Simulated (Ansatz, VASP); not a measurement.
## Fe in VASP and in Ansatz

```
CELL_PARAMETERS angstrom
2.57434 0.00000 0.00000
-1.28717 2.22944 0.00000
0.00000 0.00000 4.07142
ATOMIC_POSITIONS crystal
Fe 0.33333 0.66667 0.25000
Fe 0.66667 0.33333 0.75000
```

Alike in both runs: task single point; functional RPBE; k mesh 16 × 16 × 9; occupations fermi-dirac, width 0.1 eV; no spin polarisation.

|  | VASP | Ansatz |
| --- | --- | --- |
| version | VASP 6.6.1 | Ansatz 0.2.0 |
| potentials or method | VASP PAW PBE potentials, release 64 (Fe), cutoff 520 eV | plane waves (420 eV) with PAW, scalar-relativistic |
| valence electrons in the cell | 16 | 32 |

```csv
,VASP,Ansatz,Ansatz less VASP
pressure (GPa),-23.4,-23.4,-0.04
"traceless stress, the component that is largest in VASP (GPa)",-0.65,-0.54,+0.106
```

VASP's potentials were made for PBE, not for RPBE. With one functional, cell and mesh, what is left measures potentials, basis and numerics. VASP's potentials hold 16 valence electrons a cell and Ansatz's 32, so a difference there can come from the potentials and not from the codes.
